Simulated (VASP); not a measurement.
Set up this calculation in VASP 6.6.1, as the native input.

| Property | Result |
| --- | --- |
| Task | single point |
| Functional | LDA |
| Potentials or basis | VASP PAW LDA potentials, release 64 (Li_sv, F) |
| Cutoff | 520 eV |
| k mesh | 9 × 9 × 6 |
| Occupations | gaussian, width 0.05 eV |
| Spin | no spin polarisation |
| Dipole correction | no |
| Further INCAR settings | ALGO = Normal; EDIFF = 1e-07; NBANDS = 18 |

The structure of LiF lies in POSCAR:

```
LiF
1.0
    2.9533413869      0.0000000000      0.0000000000
   -1.4766706934      2.5576686671      0.0000000000
    0.0000000000      0.0000000000      4.9043187070
Li F
2 2
Direct
    0.3333333333      0.6666666667      0.4214111656
    0.6666666667      0.3333333333      0.9214111656
    0.3333333333      0.6666666667      0.9910195924
    0.6666666667      0.3333333333      0.4910195924
```

This cell differs from its parent crystal: c/a of the conventional cell at fixed volume 1.6606.

One way to write it, as run:

INCAR

```
PREC = Accurate
ENCUT = 520
EDIFF = 1E-7
ISMEAR = 0
SIGMA = 0.05
LREAL = F
LASPH = T
NELM = 80
ALGO = Normal
ISIF = 2
LWAVE = F
LCHARG = T
LELF = T
LVHAR = T
NBANDS = 18
```

KPOINTS

```
regular mesh
0
Gamma
  9 9 6
```

Potentials or basis: VASP PAW LDA potentials, release 64 (Li_sv, F).

Run with:

```sh
$ cat potpaw_LDA.64/Li_sv/POTCAR potpaw_LDA.64/F/POTCAR > POTCAR
$ mpirun -np 1 vasp_std > vasp.out
```

Results of the run:

- Largest force: 0.454 eV/Å
- Band gap on the k mesh: 7.71 eV, direct

Wall time 13 s on 1 thread of AMD EPYC 9R45 96-Core Processor (Zen 5), on a shared host, peak memory 0.12 GiB.
